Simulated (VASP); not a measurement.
Set up this calculation in VASP 6.6.1, as the native input.

- Task: single point
- Functional: LDA
- Potentials or basis: VASP PAW LDA potentials, release 64 (Ru_pv, C)
- Cutoff: 520 eV
- k mesh: 12 × 12 × 1
- Occupations: gaussian, width 0.1 eV
- Spin: collinear spin
- Starting moments: [0.0, 0.0, 0.0, 0.0, 0.0, 2.0] μB
- Dipole correction: yes
- Further INCAR settings: ALGO = Normal; EDIFF = 1e-06; NBANDS = 50

The structure of Ru5C lies in POSCAR:

```
Ru5C
1.0
    2.6740588505      0.0000000000      0.0000000000
   -1.3370294253      2.3158028958      0.0000000000
    0.0000000000      0.0000000000     25.3999246690
Ru C
5 1
Direct
    0.6666666667      0.3333333333      0.1574807820
    0.3333333333      0.6666666667      0.2406849853
    0.6666666667      0.3333333333      0.3240221034
    0.3333333333      0.6666666667      0.4078536871
    0.6666666667      0.3333333333      0.4881874585
    0.6666666667      0.3333333333      0.5677152534
```

The input as run:

INCAR

```
SYSTEM = Ru5C
PREC = Accurate
ENCUT = 520
EDIFF = 1E-6
ISMEAR = 0
SIGMA = 0.1
LREAL = .FALSE.
LASPH = .TRUE.
NELM = 150
ALGO = Normal
ISIF = 2
LWAVE = .FALSE.
LCHARG = .TRUE.
ISPIN = 2
MAGMOM = 0 0 0 0 0 2
LORBIT = 11
LMAXMIX = 4
LDIPOL = .TRUE.
IDIPOL = 3
DIPOL = 0.5 0.5 0.364
LELF = .TRUE.
LVHAR = .TRUE.
LVACPOTAV = .TRUE.
NBANDS = 50
```

KPOINTS

```
regular mesh
0
G
  12 12 1
  0 0 0
```

Potentials or basis: VASP PAW LDA potentials, release 64 (Ru_pv, C).

The run is started by

```sh
$ cat potpaw_LDA.64/Ru_pv/POTCAR potpaw_LDA.64/C/POTCAR > POTCAR
$ mpirun -np 1 vasp_std > vasp.out
```

Results of the run:

| Quantity | Value |
| --- | --- |
| Largest force | 3.457 eV/Å |
| Band gap on the k mesh | zero (filled and empty bands overlap) |
| Net moment | 0.00 μB per cell |
| Valence electrons inside the program's atomic spheres | Ru 12.59, 12.73, 12.74, 12.79 (each value once); C 2.03 |

Run time: 7.2 min on 1 thread of AMD EPYC 9R45 96-Core Processor (Zen 5) (shared host), peak memory 0.32 GiB.
